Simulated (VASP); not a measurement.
A run of VASP 6.6.1:

Contents of INCAR:

```
SYSTEM = Ca
  PREC = Accurate
  ENCUT = 520
  EDIFF = 1E-6
  ISMEAR = 0
  SIGMA = 0.1
  LREAL = .False.
  LASPH = .True.
  NELM = 60
  ALGO = Normal
  ISIF = 2
  LWAVE = .False.
  LCHARG = .False.
  GGA = PE
  NBANDS = 17
```

Contents of KPOINTS:

```
regular mesh
0
Gamma
  4 4 4
  0 0 0
```

File POSCAR:

```
Ca
1.0
    4.8232056700      0.0000000000      0.0000000000
    0.0000000000      4.8232056700      0.0000000000
    0.0000000000      0.0000000000      4.3849028200
Ca
2
Direct
    0.5000000000      0.0000000000      0.3484952500
    0.0000000000      0.5000000000      0.6515047500
```

Potentials or basis: VASP PAW PBE potentials, release 64 (Ca_sv).

Launch:

```bash
$ cat potpaw_PBE.64/Ca_sv/POTCAR > POTCAR
$ mpirun -np 1 vasp_std > vasp.out
```

Hardware: 1 thread of Intel(R) Xeon(R) Platinum 8375C CPU @ 2.90GHz (Ice Lake), with other jobs on the host.

Question: How long does it take, and how much memory?

Answer: Run time: 37 s on 1 thread of Intel(R) Xeon(R) Platinum 8375C CPU @ 2.90GHz (Ice Lake), on a shared host, peak memory 0.2 GiB. Counts: scf iterations 12, k points 18.
